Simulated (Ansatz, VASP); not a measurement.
# Ga in VASP and in Ansatz

Contents of INCAR:

```
SYSTEM = Ga
PREC = Accurate ; ENCUT = 520
EDIFF = 1E-7 ; ISMEAR = -1
SIGMA = 0.1 ; LREAL = .FALSE.
LASPH = .TRUE. ; NELM = 80
ALGO = Normal ; ISIF = 2
LWAVE = .FALSE. ; LCHARG = .FALSE.
GGA = PE ; NBANDS = 26
```

File KPOINTS:

```
regular mesh
0
G
  9 9 12
  0 0 0
```

Contents of POSCAR:

```
Ga
1.0
    4.5107372563      0.0000000000      0.0000000000
   -2.2553686282      3.9064130537      0.0000000000
    0.0000000000      0.0000000000      2.8911619222
Ga
3
Direct
    1.0000000000      1.0000000000      0.0000000000
    0.3333333333      0.6666666667      0.5000000000
    0.6666666667      0.3333333333      0.5000000000
```

Input for Ansatz:

```yaml
crystal:
  lattice:
    - [4.5107372563, 0.0, 0.0]
    - [-2.2553686282, 3.9064130537, 0.0]
    - [0.0, 0.0, 2.8911619222]
  atoms:
    - { symbol: Ga, position: [1.0, 1.0, 0.0] }
    - { symbol: Ga, position: [0.3333333333, 0.6666666667, 0.5] }
    - { symbol: Ga, position: [0.6666666667, 0.3333333333, 0.5] }
hamiltonian:
  xc: pbe
  pseudopotentials:
    kind: paw
    azcp:
      Ga: "pseudopotentials/Ga.paw.azcp"
basis:
  ecutwfc: 420
  fft_grid_basis: typed
kpoints:
  mp_grid: { grid: [9, 9, 12], shift: [0, 0, 0] }
magnetization:
  spin_polarized: false
scf:
  occupations: { method: fermi_dirac, width: 0.1 }
  lower_state_search: "off"
output:
  stress: true
```

Alike in both runs: task single point; functional PBE; k mesh 9 × 9 × 12; occupations fermi-dirac, width 0.1 eV; no spin polarisation.

|  | VASP | Ansatz |
| --- | --- | --- |
| version | VASP 6.6.1 | Ansatz 0.2.0 |
| potentials or method | VASP PAW PBE potentials, release 64 (Ga_d), cutoff 520 eV | plane waves (420 eV) with PAW, scalar-relativistic |
| valence electrons in the cell | 39 | 39 |

```tsv
	VASP	Ansatz	Ansatz less VASP
pressure (GPa)	8.6	8.4	-0.23
traceless stress, the component that is largest in VASP (GPa)	-1.10	-1.06	+0.042
```
